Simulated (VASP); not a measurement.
# EuO (Fm-3m) in VASP: notebook, part 2 of 2

VASP 6.6.1. Earlier steps stand in the parts before.

### 3 Single point, LDA+U, collinear spin, antiferromagnetic start

This run uses another cell than the first one: it holds 4 atoms, not 2.

Contents of INCAR:

```
  PREC = Accurate
  ENCUT = 600
  EDIFF = 1E-6
  ISMEAR = 0
  SIGMA = 0.05
  LREAL = False
  LASPH = True
  NELM = 200
  ALGO = Normal
  ISIF = 2
  LWAVE = False
  LCHARG = True
  ISPIN = 2
  MAGMOM = 7 -7 0 0
  LORBIT = 11
  LMAXMIX = 6
  LDAU = True
  LDAUTYPE = 2
  LDAUL = 3 -1
  LDAUU = 6 0
  LDAUJ = 0 0
  LDAUPRINT = 1
  GGA = CA
  LELF = True
  LVHAR = True
  NBANDS = 35
  GGA_COMPAT = False
```

Contents of KPOINTS:

```
Automatic mesh
0
Gamma
  10 10 5
```

Contents of POSCAR:

```
EuO
1.0
    0.0000000000      2.5719519658      2.5719519658
    2.5719519658      0.0000000000      2.5719519658
    5.1439039316      5.1439039316      0.0000000000
Eu O
2 2
Direct
    0.5000000000      0.5000000000      0.2500000000
    0.5000000000      0.5000000000      0.7500000000
    0.0000000000      0.0000000000      0.0000000000
    0.0000000000      0.0000000000      0.5000000000
```

Potentials or basis: VASP PAW PBE potentials, release 64 (Eu, O).

The run is started by

```
$ cat potpaw_PBE.64/Eu/POTCAR potpaw_PBE.64/O/POTCAR > POTCAR
$ mpirun -np 1 vasp_std > vasp.out
```

OUTCAR:

```text
PREC = Accurate
   ENCUT = 600
   EDIFF = 1E-6
   ISMEAR = 0
   LREAL = False
   LASPH = True
   NELM = 200
   ISIF = 2
   ISPIN = 2
   LORBIT = 11
   GGA = CA

 ion  position               nearest neighbor table
   1  0.500  0.500  0.250-   3 2.57   3 2.57   4 2.57   3 2.57   4 2.57   4 2.57
   2  0.500  0.500  0.750-   4 2.57   3 2.57   4 2.57   3 2.57   4 2.57   3 2.57
   3  0.000  0.000  0.000-   2 2.57   1 2.57   2 2.57   1 2.57   2 2.57   1 2.57
   4  0.000  0.000  0.500-   1 2.57   1 2.57   2 2.57   1 2.57   2 2.57   2 2.57

  LATTYP: Found a trigonal (rhomboedric) cell.
 ALAT       =     6.2999699592
 COS(alpha) =     0.8333333333

  Lattice vectors:

 A1 = (   5.1439039316,   2.5719519658,  -2.5719519658)
 A2 = (   2.5719519658,   2.5719519658,  -5.1439039316)
 A3 = (   2.5719519658,   5.1439039316,  -2.5719519658)

Analysis of symmetry for initial positions (statically):
=====================================================================
 Subroutine PRICEL returns following result:

  LATTYP: Found a face centered cubic cell.
 ALAT       =     5.1439039316
[... 12 lines left out ...]
 Subroutine GETGRP returns: Found 12 space group operations
 (whereof 12 operations were pure point group operations)
 out of a pool of 12 trial point group operations.

The static configuration has the point symmetry D_3d.

Analysis of symmetry for dynamics (positions and initial velocities):
=====================================================================
 Subroutine PRICEL returns following result:

  LATTYP: Found a face centered cubic cell.
 ALAT       =     5.1439039316
[... 12 lines left out ...]
 Subroutine GETGRP returns: Found 12 space group operations
 (whereof 12 operations were pure point group operations)
 out of a pool of 12 trial point group operations.

The dynamic configuration has the point symmetry D_3d.

[... 266 lines left out ...]
  o =  0.9754  v =  0.0000  0.0000  0.0000  0.0000  0.0000  0.0000  0.0000  0.3008  0.0000 -0.6137 -0.1466  0.1637 -0.6560 -0.2332      0.0000  0.0000  0.0000  0.0000  0.0000  0.0000  0.0000  0.0000  0.0000  0.0000  0.0000  0.0000  0.0000  0.0000

 number of electron      45.9999999 magnetization      -0.0000000

 Free energy of the ion-electron system (eV)
  ---------------------------------------------------
  ext. energy  EPLUGINS =         0.00000000
  ---------------------------------------------------
  free energy    TOTEN  =       -44.15595836 eV

  energy without entropy =      -44.15595836  energy(sigma->0) =      -44.15595836

 E-fermi :   3.3009     XC(G=0): -11.2756

 val. band max:        3.1231462503   @ k =   0.0000   0.0000   0.0000
 cond. band min:       3.4811405045   @ k =   0.5000   0.0000   0.0000
 fundamental gap:      0.3579942541
 Fermi energy:         3.3008621127

 spin component 1

 k-point     1 :       0.0000    0.0000    0.0000
  band No.  band energies     occupation
      1     -35.9866      1.00000
      2     -33.1735      1.00000
      3     -16.3396      1.00000
      4     -14.7894      1.00000
      5     -14.7894      1.00000
      6     -14.0770      1.00000
[... 1817 lines left out ...]
     34      11.9990      0.00000
     35      12.3104      0.00000

 [... further k-points ...]
[... 5 lines left out ...]
  --------------------------------------------------------------------------------------
  -------------------------------------------------------------------------------------
  Total       -2.8409142     -2.8409142     -2.8409142      0.0511948     -0.0511948     -0.0511948
  in kB      -66.8836792    -66.8836792    -66.8836792      1.2052807     -1.2052807     -1.2052807
  external PRESSURE =     -66.8836792 kB  Pullay stress =       0.0000000 kB

 VOLUME and BASIS-vectors are now :
 -----------------------------------------------------------------------------
  energy-cutoff  :      600.00
  volume of cell :       68.05
      direct lattice vectors                 reciprocal lattice vectors
     0.000000000  2.571951966  2.571951966    -0.194404875  0.194404875  0.194404875
     2.571951966  0.000000000  2.571951966     0.194404875 -0.194404875  0.194404875
     5.143903932  5.143903932  0.000000000     0.097202437  0.097202437 -0.097202437

 POSITION                                       TOTAL-FORCE (eV/Angst)
 -----------------------------------------------------------------------------------
      2.57195      2.57195      2.57195        -0.000000     -0.000000     -0.000000
      5.14390      5.14390      2.57195         0.000000      0.000000      0.000000
      0.00000      0.00000      0.00000        -0.000000     -0.000000      0.000000
      2.57195      2.57195      0.00000        -0.000000     -0.000000      0.000000
 -----------------------------------------------------------------------------------
    total drift:                                0.000000      0.000000      0.000000

  FREE ENERGIE OF THE ION-ELECTRON SYSTEM (eV)
  ---------------------------------------------------
  free  energy   TOTEN  =       -44.1559583574 eV

  energy  without entropy=      -44.1559583566  energy(sigma->0) =      -44.15595836

 total charge

# of ion       s       p       d       f       tot
--------------------------------------------------
    1        2.026   5.740   0.304   6.815  14.884
    2        2.026   5.740   0.304   6.815  14.884
    3        1.538   3.379   0.000   0.000   4.917
    4        1.538   3.379   0.000   0.000   4.917
--------------------------------------------------
tot          7.127  18.238   0.607  13.630  39.601

 magnetization (x)

# of ion       s       p       d       f       tot
--------------------------------------------------
    1       -0.009  -0.088   0.038   6.780   6.721
    2        0.009   0.088  -0.038  -6.780  -6.721
    3        0.000   0.000   0.000   0.000   0.000
    4        0.000   0.000   0.000   0.000   0.000
--------------------------------------------------
tot          0.000   0.000   0.000   0.000   0.000
```

OSZICAR:

```text
N       E                     dE             d eps       ncg     rms          rms(c)
DAV:   1     0.404408210001E+03    0.40441E+03   -0.17345E+04 11683   0.632E+03
DAV:   2     0.738341937155E+02   -0.33057E+03   -0.27276E+03 11248   0.542E+02
DAV:   3    -0.222365886087E+02   -0.96071E+02   -0.92155E+02 12909   0.258E+02
[... 10 lines left out ...]
DAV:  14    -0.441558973349E+02   -0.89948E-04   -0.10656E-03 15352   0.192E-01    0.635E-01
DAV:  15    -0.441559414689E+02   -0.44134E-04   -0.40279E-04 15677   0.249E-01    0.453E-01
DAV:  16    -0.441559531483E+02   -0.11679E-04   -0.16362E-04 15320   0.124E-01    0.330E-01
DAV:  17    -0.441559561131E+02   -0.29648E-05   -0.55804E-05 15749   0.519E-02    0.216E-01
DAV:  18    -0.441559576582E+02   -0.15451E-05   -0.21439E-05 13645   0.304E-02    0.115E-01
DAV:  19    -0.441559583574E+02   -0.69923E-06   -0.66890E-06 10010   0.282E-02
   1 F= -.44155958E+02 E0= -.44155958E+02  d E =-.781574E-09  mag=     0.0000
```

Wall time 7.6 min (1 thread of Oxide Virtual Turin-like, shared host); peak memory 0.36 GiB.

Results:

```yaml
Free_energy: -44.1560 eV
Pressure: -6.7 GPa
Band_gap_on_the_k_mesh: 0.36 eV
Net_moment: 0.00 μB per cell
Site_moments: Eu +6.72, -6.72; O +0.00 μB
Valence_electrons_inside_the_program's_atomic_spheres: Eu 14.88; O 4.92
```

Stress tensor (GPa, compression positive):
```
-6.69  0.12 -0.12
 0.12 -6.69 -0.12
-0.12 -0.12 -6.69
```

Eigenvalues of the final occupation matrices:
```tsv
site	spin	trace	eigenvalues
site 1 f	1	6.81	0.96 0.97 0.97 0.97 0.98 0.98 0.98
site 1 f	2	0.02	0.00 0.00 0.00 0.00 0.00 0.00 0.00
site 2 f	1	0.02	0.00 0.00 0.00 0.00 0.00 0.00 0.00
site 2 f	2	6.81	0.96 0.97 0.97 0.97 0.98 0.98 0.98
```

Caveat: the cell stands under tension; the PAW data sets were made with another functional, which shifts forces and pressure a little; spin-orbit coupling is left out, which moves the levels of the heavy elements. A k mesh can miss the band edges.
